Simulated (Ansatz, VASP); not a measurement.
## Two plane-wave programs on Co

The input INCAR:

```
ALGO = Normal
EDIFF = 1E-8
ENCUT = 520
GGA = PE
ISIF = 2
ISMEAR = -1
ISPIN = 2
LASPH = True
LCHARG = False
LEFG = True
LMAXMIX = 4
LORBIT = 11
LREAL = False
LWAVE = False
MAGMOM = 2 2
NBANDS = 20
NELM = 150
PREC = Accurate
SIGMA = 0.05
```

File KPOINTS:

```
k-points
0
Gamma
  19 19 10
```

POSCAR

```
Co
1.0
    2.5945708955      0.0000000000      0.0000000000
   -1.2972854477      2.2469643074      0.0000000000
    0.0000000000      0.0000000000      4.0910000000
Co
2
Direct
    0.3333333333      0.6666666667      0.2500000000
    0.6666666667      0.3333333333      0.7500000000
```

Input for Ansatz:

```yaml
crystal:
  lattice:
    - [2.5945708955, 0.0, 0.0]
    - [-1.2972854477, 2.2469643074, 0.0]
    - [0.0, 0.0, 4.091]
  atoms:
    - { symbol: Co, position: [0.3333333333, 0.6666666667, 0.25], spin: 2.0 }
    - { symbol: Co, position: [0.6666666667, 0.3333333333, 0.75], spin: 2.0 }
magnetization:
  spin_polarized: true
kpoints:
  mp_grid: { grid: [19, 19, 10] }
scf:
  occupations: { method: fermi_dirac, width: 0.05 }
hamiltonian:
  xc: pbe
  pseudopotentials: { kind: paw }
output:
  forces: true
  stress: true
  eigenvalues: true
  efg: { contact_densities: true }
  write_density: true
  write_potential: true
  elf: true
  volumetric_format: npy
```

Change from the starting cell: equal xx and yy strain of +3 %, PAW files.

Alike in both runs: task electric field gradients; functional PBE; k mesh 19 × 19 × 10; occupations fermi-dirac, width 0.05 eV; collinear spin.

```csv
,VASP,Ansatz
version,VASP 6.6.1,Ansatz 0.2.0
potentials or method,"VASP PAW PBE potentials, release 64 (Co)","PAW with Ansatz's default frozen-core files, scalar-relativistic"
plane-wave cutoff (eV),520,420
valence electrons in the cell,18,34
```

```csv
,VASP,Ansatz,Ansatz less VASP
pressure (GPa),-16.2,-15.9,+0.26
"traceless stress, the component that is largest in VASP (GPa)",3.43,3.69,+0.259
net moment per atom (μB),1.66,1.67,+0.011
size of the moment on the site where the two differ most (μB),1.70,1.76,+0.060
size of Vzz on the site where it differs most (V/Å²),10.4,8.8,-1.56
```

Site moments also hang on the region over which each program counts them. VASP's potentials hold 18 valence electrons a cell and Ansatz's 34, so a difference there can come from the potentials and not from the codes.
